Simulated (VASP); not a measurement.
**InAs: single point with RPBE**

The system is InAs.

```xyz
2
Lattice="0.0000 3.0784 3.0180 3.0784 0.0000 3.0180 3.0784 3.0784 0.0000" Properties=species:S:1:pos:R:3 pbc="T T T"
In    0.0000    0.0000    0.0000
As    1.5392    1.5392    1.5090
```

```
Program             : VASP 6.6.1
Task                : single point
Functional          : RPBE
Potentials or basis : VASP PAW PBE potentials, release 64 (In_d, As)
Cutoff              : 500 eV
k mesh              : 6 × 6 × 6
Occupations         : fermi-dirac, width 0.02 eV
Spin                : no spin polarisation
```

```yaml
Pressure: 3.6 GPa
Band_gap_on_the_k_mesh: 0.09 eV
```

Stress tensor (GPa, compression positive):
```
3.40 0.00 0.00
0.00 3.40 0.00
0.00 0.00 3.93
```

Levels at points of the mesh, in eV from the valence-band top:
```
           k point  band 7  band 8  band 9  band 10  band 11  band 12
(0.00, 0.00, 0.00)   -0.22    0.00    0.00     0.09     3.94     3.98
(0.50, 0.00, 0.00)   -5.52   -0.97   -0.84     1.01     4.67     4.80
(0.50, 0.50, 0.00)   -5.55   -2.23   -2.23     1.69     2.05     9.13
(0.50, 0.00, 0.50)   -5.66   -2.13   -2.12     1.78     2.22     9.04
```

Run time: 12 s on 1 thread of Intel(R) Xeon(R) Platinum 8488C (Sapphire Rapids), on a shared host, peak memory 0.18 GiB.

Caveat: the cell stands under pressure; the PAW data sets were made with another functional, which shifts forces and pressure a little; spin-orbit coupling is left out, which moves the levels of the heavy elements.
